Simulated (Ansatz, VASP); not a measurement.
**Ni: VASP beside Ansatz**

Contents of INCAR:

```
PREC = Accurate
ENCUT = 600
EDIFF = 1E-6
ISMEAR = -1
SIGMA = 0.05
LREAL = F
LASPH = T
NELM = 200
ALGO = Normal
ISIF = 2
LWAVE = F
LCHARG = F
ISPIN = 2
MAGMOM = 1.5 1.5
LORBIT = 11
LMAXMIX = 4
GGA = PS
NBANDS = 21
GGA_COMPAT = F
```

Contents of KPOINTS:

```
Automatic mesh
0
Gamma
  13 13 7
```

POSCAR

```
Ni
1.0
    2.4480230000      0.0000000000      0.0000000000
   -1.2240110000      2.1200500000      0.0000000000
    0.0000000000      0.0000000000      4.0728080000
Ni
2
Direct
    0.3333333333      0.6666666667      0.2500000000
    0.6666666667      0.3333333333      0.7500000000
```

Input for Ansatz:

```yaml
crystal:
  lattice:
    - [2.448023, 0.0, 0.0]
    - [-1.224011, 2.12005, 0.0]
    - [0.0, 0.0, 4.072808]
  atoms:
    - { symbol: Ni, position: [0.3333333333333333, 0.6666666666666666, 0.25] }
    - { symbol: Ni, position: [0.6666666666666666, 0.3333333333333333, 0.75] }
kpoints:
  mp_grid:
    grid: [13, 13, 7]
    shift: [0.0, 0.0, 0.0]
hamiltonian:
  xc: pbesol
  pseudopotentials:
    kind: paw
magnetization:
  spin_polarized: true
  per_species:
    Ni: 1.5
scf:
  occupations:
    method: fermi_dirac
    width: 0.05
output:
  stress: true
```

Alike in both runs: task single point; functional PBEsol; k mesh 13 × 13 × 7; occupations fermi-dirac, width 0.05 eV; collinear spin.

|  | VASP | Ansatz |
| --- | --- | --- |
| version | VASP 6.6.1 | Ansatz 0.2.0 |
| potentials or method | VASP PAW PBE potentials, release 64 (Ni) | plane waves, PAW |
| plane-wave cutoff (eV) | 600 | 420 |
| valence electrons in the cell | 20 | 36 |

VASP gave:

| Property | Result |
| --- | --- |
| pressure (GPa) | -3.3 |
| traceless stress, the component that is largest in VASP (GPa) | -2.06 |
| net moment per atom (μB) | 0.62 |
| size of the moment on the site where the two differ most (μB) | 0.63 |

**Question.** Estimate Ansatz's values.

**Answer.** Pressure (GPa): -3.2; traceless stress, the component that is largest in VASP (GPa): -2.03; net moment per atom (μB): 0.63; size of the moment on the site where the two differ most (μB): 0.67.

VASP's potentials were made for PBE, not for PBEsol. Site moments also hang on the region over which each program counts them. VASP's potentials hold 20 valence electrons a cell and Ansatz's 36, so a difference there can come from the potentials and not from the codes.
